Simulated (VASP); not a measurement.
Input of a VASP 6.6.1 run:

POSCAR

```
LiCl
1.0
    0.0560624114      2.6120994039      2.6120994039
    2.6120994039      0.0560624114      2.6120994039
    2.6120994039      2.6120994039      0.0560624114
Li Cl
1 1
Direct
    0.0000000000      0.0000000000      0.0000000000
    0.5000000000      0.5000000000      0.5000000000
```

INCAR.step1

```
PREC     = Accurate       # precision mode
ENCUT    = 520            # plane-wave cutoff, eV
ISMEAR   = 0              # smearing method
SIGMA    = 0.01           # smearing width, eV
LREAL    = F              # projectors in reciprocal space
LASPH    = T              # aspherical terms in the spheres
NELM     = 80             # most SCF steps
NBANDS   = 12             # bands
GGA      = PE             # functional
ALGO     = Normal         # electronic algorithm
EDIFF    = 1E-4           # SCF threshold, eV
LWAVE    = T              # write WAVECAR
LCHARG   = F              # write CHGCAR
```

INCAR.step2

```
PREC     = Accurate       # precision mode
ENCUT    = 520            # plane-wave cutoff, eV
EDIFF    = 1E-6           # SCF threshold, eV
ISMEAR   = 0              # smearing method
SIGMA    = 0.01           # smearing width, eV
LREAL    = F              # projectors in reciprocal space
LASPH    = T              # aspherical terms in the spheres
NELM     = 80             # most SCF steps
ALGO     = Normal         # electronic algorithm
ISIF     = 2              # what is computed and relaxed
LWAVE    = F              # write WAVECAR
LCHARG   = T              # write CHGCAR
METAGGA  = R2SCAN         # meta-GGA
LMIXTAU  = T            
LELF     = T              # ELF
LVHAR    = T            
NBANDS   = 12             # bands
ISTART   = 1
```

Contents of KPOINTS:

```
Automatic mesh
0
Gamma
  8 8 8
```

Potentials or basis: VASP PAW PBE potentials, release 64 (Li_sv, Cl).

Command:

```bash
$ cat potpaw_PBE.64/Li_sv/POTCAR potpaw_PBE.64/Cl/POTCAR > POTCAR
$ cp INCAR.step1 INCAR
$ mpirun -np 1 vasp_std > vasp.out
$ cp INCAR.step2 INCAR
$ mpirun -np 1 vasp_std > vasp.out
```

(1) What does it give for the band gap on the k mesh?

Answers

(1) 7.08 eV, direct.

Caveat: the cell differs from its parent crystal (strain along [111] +3.3%).
